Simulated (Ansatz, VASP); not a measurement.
**One calculation of Ga2O3, two programs**

File INCAR:

```
SYSTEM = Ga2O3
ALGO = Normal
EDIFF = 1E-6
ENCUT = 520
GGA = PE
ISIF = 2
ISMEAR = 0
LASPH = .TRUE.
LCHARG = .FALSE.
LREAL = .FALSE.
LWAVE = .FALSE.
NBANDS = 55
NELM = 60
PREC = Accurate
SIGMA = 0.02
```

The input KPOINTS:

```
k-points
0
G
  8 8 4
  0 0 0
```

The input POSCAR:

```
Ga2O3
1.0
    6.2270640114     -1.5416333702      0.0062293263
    6.2270640114      1.5416333702      0.0062293263
   -1.3979711485      0.0000000000      5.7089228515
Ga O
4 6
Direct
    0.3414968573      0.3414968573      0.6858235543
    0.6585031427      0.6585031427      0.3141764457
    0.9100739588      0.9100739588      0.2052722590
    0.0899260412      0.0899260412      0.7947277410
    0.5039749256      0.5039749256      0.7433111730
    0.4960250744      0.4960250744      0.2566888270
    0.8263039782      0.8263039782      0.4356635088
    0.1736960218      0.1736960218      0.5643364912
    0.1635085074      0.1635085074      0.1092008536
    0.8364914926      0.8364914926      0.8907991464
```

Input for Ansatz:

```yaml
crystal:
  lattice:
    - [6.2270640114, -1.5416333702, 0.0062293263]
    - [6.2270640114, 1.5416333702, 0.0062293263]
    - [-1.3979711485, 0.0, 5.7089228515]
  atoms:
    - { symbol: Ga, position: [0.3414968573, 0.3414968573, 0.6858235543] }
    - { symbol: Ga, position: [0.6585031427, 0.6585031427, 0.3141764457] }
    - { symbol: Ga, position: [0.9100739588, 0.9100739588, 0.205272259] }
    - { symbol: Ga, position: [0.0899260412, 0.0899260412, 0.794727741] }
    - { symbol: O, position: [0.5039749256, 0.5039749256, 0.743311173] }
    - { symbol: O, position: [0.4960250744, 0.4960250744, 0.256688827] }
    - { symbol: O, position: [0.8263039782, 0.8263039782, 0.4356635088] }
    - { symbol: O, position: [0.1736960218, 0.1736960218, 0.5643364912] }
    - { symbol: O, position: [0.1635085074, 0.1635085074, 0.1092008536] }
    - { symbol: O, position: [0.8364914926, 0.8364914926, 0.8907991464] }
basis:
  ecutwfc: 420
  xc_grid: 2
kpoints:
  mp_grid: { grid: [8, 8, 4] }
  band_path: { path: [VBM, CBM], npoints: 2 }
hamiltonian:
  xc: pbe
scf:
  occupations: { method: gaussian, width: 0.02 }
output:
  forces: true
  stress: true
  eigenvalues: true
```

Alike in both runs: task single point; functional PBE; k mesh 8 × 8 × 4; occupations gaussian, width 0.02 eV; no spin polarisation.

|  | VASP | Ansatz |
| --- | --- | --- |
| version | VASP 6.6.1 | Ansatz 0.2.0 |
| potentials or method | VASP PAW PBE potentials, release 64 (Ga_d, O), cutoff 520 eV | scalar-relativistic, plane waves, PAW |
| valence electrons in the cell | 88 | 88 |

|  | VASP | Ansatz | Ansatz less VASP |
| --- | --- | --- | --- |
| gap on the k mesh at the Fermi level (eV) | 2.00 | 2.02 | +0.017 |
| least direct gap on the mesh (eV) | 2.02 | 2.03 | +0.015 |
| pressure (GPa) | 0.6 | 0.0 | -0.57 |
| traceless stress, the component that is largest in VASP (GPa) | 0.10 | 0.00 | -0.099 |
| rms of the force components (eV/Å) | 0.008 | 0.001 | -0.0075 |

Atom by atom the forces differ by 0.008 eV/Å (rms over components). The functional is the same, so the differences come from potentials, cutoffs and numerics.
